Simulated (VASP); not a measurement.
Input of a VASP 6.6.1 run:

File INCAR:

```
SYSTEM = Be3ZnSe4
ALGO = Normal
EDIFF = 1E-6
ENCUT = 520
GGA = PE
ISIF = 2
ISMEAR = 0
LASPH = .True.
LCHARG = .False.
LREAL = .False.
LWAVE = .False.
NBANDS = 31
NELM = 60
PREC = Accurate
SIGMA = 0.02
```

Contents of KPOINTS:

```
k-points
0
Gamma
  8 6 6
  0 0 0
```

The input POSCAR:

```
Be3ZnSe4
1.0
    3.7554398265      0.0000000000      0.0000000000
    0.0000000000      3.7636446439      5.3377155643
    0.0000000000     -3.7636446439      5.3377155643
Be Zn Se
3 1 4
Direct
    0.0000000000      0.5003863364      0.9991741892
    0.5000000000      0.5003969803      0.5003969803
    0.0000000000      0.9991741892      0.5003863364
    0.5000000000      0.0014691993      0.0014691993
    0.5000000000      0.3943471935      0.8683964833
    0.0000000000      0.8608908232      0.8608908232
    0.0000000000      0.3749387947      0.3749387947
    0.5000000000      0.8683964833      0.3943471935
```

Potentials or basis: VASP PAW PBE potentials, release 64 (Be, Zn, Se).

Run with:

```bash
$ cat potpaw_PBE.64/Be/POTCAR potpaw_PBE.64/Zn/POTCAR potpaw_PBE.64/Se/POTCAR > POTCAR
$ mpirun -np 1 vasp_std > vasp.out
```

(1) What does it give for the band gap on the k mesh?

(2) Estimate the pressure.

Answers

(1) 2.47 eV (least direct gap 2.50 eV).

(2) 0.2 GPa.
